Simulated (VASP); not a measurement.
Write the native input for VASP 6.6.1 that does the following.

* Task: single point
* Functional: PBEsol
* Potentials or basis: VASP PAW PBE potentials, release 64 (La, Te)
* Cutoff: 520 eV
* k mesh: 8 × 8 × 8
* Occupations: gaussian, width 0.05 eV
* Spin: no spin polarisation
* Dipole correction: no
* Further INCAR settings: ALGO = Normal; EDIFF = 1e-06; NBANDS = 16

The structure of LaTe lies in POSCAR:

```
LaTe
1.0
    0.0000000000      3.1526006278      3.1526006278
    3.1526006278      0.0000000000      3.1526006278
    3.1526006278      3.1526006278      0.0000000000
La Te
1 1
Direct
    0.5000000000      0.5000000000      0.5000000000
    0.0000000000      0.0000000000      0.0000000000
```

This cell differs from its parent crystal: volume scaled by 0.960.

The input as run:

INCAR

```
PREC = Accurate
ENCUT = 520
EDIFF = 1E-6
ISMEAR = 0
SIGMA = 0.05
LREAL = False
LASPH = True
NELM = 60
ALGO = Normal
ISIF = 2
LWAVE = False
LCHARG = False
GGA = PS
NBANDS = 16
```

KPOINTS

```
Automatic mesh
0
Gamma
  8 8 8
```

Potentials or basis: VASP PAW PBE potentials, release 64 (La, Te).

Launch:

```bash
$ cat potpaw_PBE.64/La/POTCAR potpaw_PBE.64/Te/POTCAR > POTCAR
$ mpirun -np 1 vasp_std > vasp.out
```

It gave:

```json
{"Pressure": "2.7 GPa"}
```

Caveat: the PAW data sets were made with another functional, which shifts forces and pressure a little.

It took 48 s on 1 thread of AMD EPYC 7R43 64-Core Processor (Zen 3), on a shared host, peak memory 0.19 GiB.
